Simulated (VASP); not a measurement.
InP: single point with PBE

InP:

```
In P
1.0
     3.85329    0.00000    0.00000
    -1.92664    3.33704    0.00000
     0.00000    0.00000    6.55344
In P
2 2
Direct
  0.00000 0.00000 0.00000
  0.00000 0.00000 0.50000
  0.33333 0.66667 0.25000
  0.66667 0.33333 0.75000
```

- Program: VASP 6.6.1
- Task: single point
- Functional: PBE
- Potentials or basis: VASP PAW PBE potentials, release 64 (In_d, P)
- Cutoff: 520 eV
- k mesh: 12 × 12 × 4
- Occupations: fermi-dirac, width 0.02 eV
- Spin: no spin polarisation

The pressure is 1.8 GPa and the band gap on the k mesh is zero (bands 18 and 19 overlap by 2.75 eV).

Stress tensor (GPa, compression positive):
```
1.70 0.00 0.00
0.00 1.70 0.00
0.00 0.00 2.07
```

Levels at points of the mesh, in eV from the Fermi level:
```csv
k point,band 14,band 15,band 16,band 17,band 18,band 19,band 20,band 21,band 22,band 23
"(0.00, 0.00, 0.00)",-0.58,-0.36,-0.36,0.21,0.27,0.27,2.48,4.85,4.85,6.17
"(0.50, 0.00, 0.00)",-4.51,-3.73,-3.53,-2.24,0.13,1.36,2.07,2.52,3.43,5.28
"(0.00, 0.00, 0.50)",-4.30,-0.01,-0.01,-0.01,-0.01,2.47,2.47,4.90,4.90,4.90
"(0.50, 0.00, 0.50)",-6.18,-1.68,-1.68,-1.36,-1.36,0.21,0.21,3.70,3.70,6.21
```

Wall time 56 s on 1 thread of AMD EPYC 9R45 96-Core Processor (Zen 5), with other jobs on the host, peak memory 0.23 GiB.

Caveat: spin-orbit coupling is left out, which moves the levels of the heavy elements.
